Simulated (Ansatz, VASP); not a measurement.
## One calculation of Si2Ge, two programs

```xyz
3
Lattice="1.8729 1.0813 5.0148 -1.8729 1.0813 5.0148 0.0000 -2.1627 5.0148" Properties=species:S:1:pos:R:3 pbc="T T T"
Si    0.0000    0.0000    1.7907
Si    0.0000    0.0000   10.7522
Ge    0.0000    0.0000    8.3193
```

Alike in both runs: functional PBE; k mesh 6 × 6 × 6; occupations gaussian, width 0.2 eV; no spin polarisation.

Ansatz relaxed the structure, and its values are those at the end. VASP's run is a single point on that final structure, the one shown.

```csv
,VASP,Ansatz
version,VASP 6.6.1,Ansatz 0.2.0
potentials or method,"VASP PAW PBE potentials, release 64 (Si, Ge_d), cutoff 500 eV","scalar-relativistic, plane waves, PAW"
valence electrons in the cell,22,22
```

|  | VASP | Ansatz | Ansatz less VASP |
| --- | --- | --- | --- |
| gap on the k mesh at the Fermi level (eV) | none | none | - |
| pressure (GPa) | -0.1 | 0.1 | +0.12 |
| rms of the force components (eV/Å) | 0.021 | 0.021 | -0.0001 |

A gap of «none» marks a metal or a gap that the smearing closes. With one functional, cell and mesh, what is left measures potentials, basis and numerics.
